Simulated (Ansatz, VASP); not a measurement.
One calculation of Ir, two programs

```
CELL_PARAMETERS angstrom
0.00000 1.88992 1.88992
1.88992 0.00000 1.88992
1.88992 1.88992 0.00000
ATOMIC_POSITIONS crystal
Ir 0.00000 0.00000 0.00000
```

Alike in both runs: task single point; functional PBEsol; k mesh 23 × 23 × 23; occupations fermi-dirac, width 0.1 eV; no spin polarisation.

```csv
,VASP,Ansatz
version,VASP 6.6.1,Ansatz 0.2.0
potentials or method,"VASP PAW PBE potentials, release 64 (Ir_sv_GW), cutoff 560 eV","plane waves (420 eV) with PAW, scalar-relativistic"
valence electrons in the cell,17,17
```

```csv
,VASP,Ansatz,Ansatz less VASP
pressure (GPa),15.2,17.2,+2.00
```

VASP's potentials were made for PBE, not for PBEsol, and Ansatz warns of the same on its side.

Neither program's run includes spin-orbit coupling.
